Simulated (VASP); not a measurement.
# BiTe (R-3m) in VASP: notebook, part 2 of 2

VASP 6.6.1. Earlier steps stand in the parts before.

### Step 4. Relaxation of shape and atoms at fixed volume, PBEsol (volume scaled by 1.06)

Contents of INCAR:

```
PREC = Accurate
ENCUT = 600
EDIFF = 1E-6
ISMEAR = 0
SIGMA = 0.1
LREAL = False
LASPH = True
NELM = 100
ALGO = Normal
ISIF = 4
LWAVE = False
LCHARG = False
GGA = PS
IBRION = 2
NSW = 50
EDIFFG = -0.01
```

Contents of KPOINTS:

```
regular mesh
0
Gamma
  12 12 12
```

Contents of POSCAR:

```
BiTe
1.0
    2.4308565326      1.4034556735      3.2993080732
   -2.4308565326      1.4034556735      3.2993080732
    0.0000000000     -2.8069113469      3.2993080732
Bi Te
1 1
Direct
    0.5000000000      0.5000000000      0.5000000000
    0.0000000000      0.0000000000      0.0000000000
```

Potentials or basis: VASP PAW PBE potentials, release 64 (Bi_d, Te).

Run with:

```console
> cat potpaw_PBE.64/Bi_d/POTCAR potpaw_PBE.64/Te/POTCAR > POTCAR
> mpirun -np 1 vasp_std > vasp.out
```

OUTCAR:

```text
PREC = Accurate
   ENCUT = 600
   EDIFF = 1E-6
   ISMEAR = 0
   LREAL = False
   LASPH = True
   NELM = 100
   ISIF = 4
   GGA = PS
   IBRION = 2
   NSW = 50
   EDIFFG = -0.01

 ion  position               nearest neighbor table
   1  0.500  0.500  0.500-   2 3.26   2 3.26   2 3.26   2 3.26   2 3.26   2 3.26
   2  0.000  0.000  0.000-   1 3.26   1 3.26   1 3.26   1 3.26   1 3.26   1 3.26

  LATTYP: Found a trigonal (rhomboedric) cell.
 ALAT       =     4.3317646602
 COS(alpha) =     0.3701763802

  Lattice vectors:

 A1 = (   2.4308565326,   1.4034556735,   3.2993080732)
 A2 = (  -2.4308565326,   1.4034556735,   3.2993080732)
 A3 = (   0.0000000000,  -2.8069113469,   3.2993080732)

Analysis of symmetry for initial positions (statically):
=====================================================================
 Subroutine PRICEL returns:
 Original cell was already a primitive cell.

 Routine SETGRP: Setting up the symmetry group for a
 trigonal (rhombohedral) supercell.

 Subroutine GETGRP returns: Found 12 space group operations
 (whereof 12 operations were pure point group operations)
 out of a pool of 12 trial point group operations.

The static configuration has the point symmetry D_3d.

Analysis of symmetry for dynamics (positions and initial velocities):
=====================================================================
 Subroutine PRICEL returns:
 Original cell was already a primitive cell.

 Routine SETGRP: Setting up the symmetry group for a
 trigonal (rhombohedral) supercell.

 Subroutine GETGRP returns: Found 12 space group operations
 (whereof 12 operations were pure point group operations)
 out of a pool of 12 trial point group operations.

The dynamic configuration has the point symmetry D_3d.

[... 136 lines left out ...]

--------------------------------------- Ionic step        1  -------------------------------------------

 number of electron      21.0000004 magnetization

 Free energy of the ion-electron system (eV)
  ---------------------------------------------------
  ext. energy  EPLUGINS =         0.00000000
  ---------------------------------------------------
  free energy    TOTEN  =        -7.98283261 eV

  energy without entropy =       -7.97648852  energy(sigma->0) =       -7.97966057

------------------------ aborting loop because EDIFF is reached ----------------------------------------

  FORCE on cell =-STRESS in cart. coord.  units (eV):
  Direction    XX          YY          ZZ          XY          YZ          ZX
  --------------------------------------------------------------------------------------
  -------------------------------------------------------------------------------------
  Total       -1.1925497     -1.1925497     -1.0102764      0.0000000     -0.0000000      0.0000000
  in kB      -28.2914320    -28.2914320    -23.9672733      0.0000000     -0.0000000      0.0000000
  external PRESSURE =     -26.8500457 kB  Pullay stress =       0.0000000 kB
[... 59 lines left out ...]
--------------------------------------- Ionic step        3  -------------------------------------------

 number of electron      21.0000006 magnetization

 Free energy of the ion-electron system (eV)
  ---------------------------------------------------
  ext. energy  EPLUGINS =         0.00000000
  ---------------------------------------------------
  free energy    TOTEN  =        -7.98391000 eV

  energy without entropy =       -7.97703311  energy(sigma->0) =       -7.98047156

 E-fermi :   6.4992     XC(G=0):  -9.6247

 val. band max:        6.4942935437   @ k =   0.2500   0.1667   0.1667
 cond. band min:       6.5077935320   @ k =  -0.2500   0.1667   0.0000
 fundamental gap:      0.0134999883
 Fermi energy:         6.4992420851

 k-point     1 :       0.0000    0.0000    0.0000
  band No.  band energies     occupation
      1     -16.6298      2.00000
      2     -16.6298      2.00000
      3     -16.6203      2.00000
      4     -16.6203      2.00000
      5     -16.6062      2.00000
      6      -6.9932      2.00000
      7      -1.7814      2.00000
      8       3.6096      2.00000
      9       3.6096      2.00000
     10       4.8687      2.00000
     11       8.3830      0.00000
     12       8.9710      0.00000
     13       8.9710      0.00000
     14      10.5574      0.00000
[... 377 lines left out ...]
      1     -16.6312      2.00000
      2     -16.6298      2.00000
      3     -16.6222      2.00000
      4     -16.6135      2.00000
      5     -16.6022      2.00000
      6      -5.0846      2.00000
      7      -4.6346      2.00000
      8       2.6537      2.00000
      9       4.1784      2.00000
     10       4.6478      2.00000
     11       6.5096      0.88382
     12       7.4038      0.00000
     13       8.2925      0.00000
     14      11.8206      0.00000

 [... further k-points ...]

------------------------ aborting loop because EDIFF is reached ----------------------------------------

  FORCE on cell =-STRESS in cart. coord.  units (eV):
  Direction    XX          YY          ZZ          XY          YZ          ZX
  --------------------------------------------------------------------------------------
  -------------------------------------------------------------------------------------
  Total       -1.0505941     -1.0505941     -1.0424839      0.0000000     -0.0000000      0.0000000
  in kB      -24.9237499    -24.9237499    -24.7313478      0.0000000     -0.0000000      0.0000000
  external PRESSURE =     -24.8596159 kB  Pullay stress =       0.0000000 kB
[... 17 lines left out ...]
  FREE ENERGIE OF THE ION-ELECTRON SYSTEM (eV)
  ---------------------------------------------------
  free  energy   TOTEN  =        -7.9839100008 eV

  energy  without entropy=       -7.9770331110  energy(sigma->0) =       -7.98047156

 reached required accuracy - stopping structural energy minimisation
```

OSZICAR:

```text
N       E                     dE             d eps       ncg     rms          rms(c)
DAV:   1     0.160461074294E+03    0.16046E+03   -0.10939E+04  5292   0.161E+03
DAV:   2     0.421253373282E+01   -0.15625E+03   -0.15419E+03  5598   0.382E+02
[... 18 lines left out ...]
DAV:   1    -0.799527992012E+01   -0.11982E-01   -0.56041E-01  5424   0.692E+00    0.562E-01
DAV:   2    -0.798793773171E+01    0.73422E-02   -0.15216E-02  5772   0.140E+00    0.337E-01
DAV:   3    -0.798388482499E+01    0.40529E-02   -0.86093E-03  5576   0.813E-01    0.399E-02
DAV:   4    -0.798391664247E+01   -0.31817E-04   -0.71479E-04  5766   0.290E-01    0.234E-02
DAV:   5    -0.798391050911E+01    0.61334E-05   -0.28342E-05  7758   0.647E-02    0.675E-03
DAV:   6    -0.798391000080E+01    0.50831E-06   -0.16833E-06  4762   0.186E-02
   3 F= -.79839100E+01 E0= -.79804716E+01  d E =-.107739E-02
```

CONTCAR:

```text
BiTe
   1.00000000000000
     2.4166890133772960    1.3952760524575269    3.3381049747848914
    -2.4166890133772960    1.3952760524575269    3.3381049747848914
     0.0000000000000000   -2.7905521048253852    3.3381049747890379
  Bi              Te
     1     1
Direct
     0.5000000000000000    0.5000000000000000    0.5000000000000000
     0.0000000000000000    0.0000000000000000    0.0000000000000000

  0.00000000E+00  0.00000000E+00  0.00000000E+00
  0.00000000E+00  0.00000000E+00  0.00000000E+00
```

Wall time 8.2 min (1 thread of Oxide Virtual Turin-like, shared host); peak memory 0.36 GiB.

Results:

```yaml
Free_energy: -7.9839 eV
Energy_gained_by_relaxing: 0.5 meV/atom
Ionic_steps: 3
Pressure_after_relaxing: -2.5 GPa
```

Step by step:
```
step  energy change (eV)  largest force (eV/Å)  pressure (GPa)  volume (Å³)
   1              0.0000                0.0000           -2.69        67.54
   2             -0.0005                0.0000           -2.61        67.54
   3             -0.0011                0.0000           -2.49        67.54
```

Final structure:
```
Bi Te
1.0
     2.41669    1.39528    3.33810
    -2.41669    1.39528    3.33810
     0.00000   -2.79055    3.33810
Bi Te
1 1
Direct
  0.50000 0.50000 0.50000
  0.00000 0.00000 0.00000
```

Levels at points of the mesh, in eV from the Fermi level:
| k point | band 6 | band 7 | band 8 | band 9 | band 10 | band 11 | band 12 | band 13 | band 14 |
| --- | --- | --- | --- | --- | --- | --- | --- | --- | --- |
| (0.00, 0.00, 0.00) | -13.49 | -8.28 | -2.89 | -2.89 | -1.63 | 1.88 | 2.47 | 2.47 | 4.06 |
| (0.50, 0.00, 0.00) | -11.58 | -11.36 | -1.85 | -1.82 | -1.06 | -0.98 | -0.62 | 0.25 | 6.70 |
| (0.50, 0.50, 0.00) | -11.71 | -9.98 | -5.62 | -4.46 | -3.33 | 2.34 | 3.10 | 3.59 | 4.60 |
| (0.50, 0.50, 0.50) | -11.26 | -10.97 | -2.32 | -2.32 | -2.21 | -1.56 | -1.25 | -1.25 | 7.87 |

Caveat: the cell differs from its parent crystal (volume scaled by 1.06); the PAW data sets were made with another functional, which shifts forces and pressure a little; spin-orbit coupling is left out, which moves the levels of the heavy elements.

### Step 5. Summary

```tsv
task	cell	cutoff (eV)	gap on the mesh (eV)	pressure (GPa)
single point	a = 4.229 Å, angles 69.1°, 2 atoms	500	none	0.0
relaxation of cell and atoms	relaxed from a = 4.339 Å, angles 67.9°, 2 atoms	600	none	0.0
relaxation of shape and atoms at fixed volume	relaxed from a = 4.332 Å, angles 68.3°, 2 atoms	600	none	-2.5
```

Alike in all rows: level PBEsol; potentials or basis VASP PAW PBE potentials, release 64 (Bi_d, Te); no spin polarisation; k mesh 12 × 12 × 12; smearing gaussian 0.1 eV.

Caveats: the PAW data sets were made with another functional, which shifts forces and pressure a little; spin-orbit coupling is left out, which moves the levels of the heavy elements.

Absolute energies hang on the potentials; compare differences alone.
